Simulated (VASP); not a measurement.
Input of a VASP 6.6.1 run:

POSCAR

```
C
1.0
    2.4706141248      0.0000000000      0.0000000000
   -1.2353070624      2.1396145950      0.0000000000
    0.0000000000      0.0000000000      8.0689487361
C
8
Direct
    0.6666666667      0.3333333333      0.8437500000
    0.3333333333      0.6666666667      0.3437500000
    0.6666666667      0.3333333333      0.6562500000
    0.3333333333      0.6666666667      0.1562500000
    0.0000000000      0.0000000000      0.9062500000
    0.0000000000      0.0000000000      0.4062500000
    0.0000000000      0.0000000000      0.5937500000
    0.0000000000      0.0000000000      0.0937500000
```

Contents of INCAR.step1:

```
SYSTEM = C
ALGO = Normal
EDIFF = 1E-4
ENCUT = 520
GGA = PE
ISMEAR = -1
LASPH = .True.
LCHARG = .False.
LREAL = .False.
LWAVE = .True.
NBANDS = 26
NELM = 60
PREC = Accurate
SIGMA = 0.05
```

INCAR.step2

```
SYSTEM = C
ALGO = Normal
BPARAM = 11.95
CPARAM = 0.0093
EDIFF = 1E-6
ENCUT = 520
ISIF = 2
ISMEAR = -1
ISTART = 1
IVDW_NL = 2
LASPH = .True.
LCHARG = .True.
LELF = .True.
LMIXTAU = .True.
LREAL = .False.
LUSE_VDW = .True.
LVHAR = .True.
LWAVE = .False.
METAGGA = R2SCAN
NBANDS = 26
NELM = 60
PREC = Accurate
SIGMA = 0.05
```

KPOINTS

```
k-points
0
Gamma
  12 12 4
  0 0 0
```

Potentials or basis: VASP PAW PBE potentials, release 64 (C).

Run with:

```sh
$ cat potpaw_PBE.64/C/POTCAR > POTCAR
$ cp INCAR.step1 INCAR
$ mpirun -np 1 vasp_std > vasp.out
$ cp INCAR.step2 INCAR
$ mpirun -np 1 vasp_std > vasp.out
```

Problem. Estimate the pressure.

Solution. 29.3 GPa.

Problem. Estimate the largest force.

Solution. 0.408 eV/Å.

Problem. What does it give for the band gap on the k mesh?

Solution. 4.74 eV, indirect (least direct gap 5.53 eV).

Forces in eV/Å, atoms in the order of the input:
```
C    0.000  0.000  0.367
C    0.000  0.000  0.367
C    0.000  0.000 -0.367
C    0.000  0.000 -0.367
C    0.000  0.000  0.408
C    0.000  0.000  0.408
C    0.000  0.000 -0.408
C    0.000  0.000 -0.408
```

Caveat: the PAW data sets were made with another functional, which shifts forces and pressure a little. A k mesh can miss the band edges.
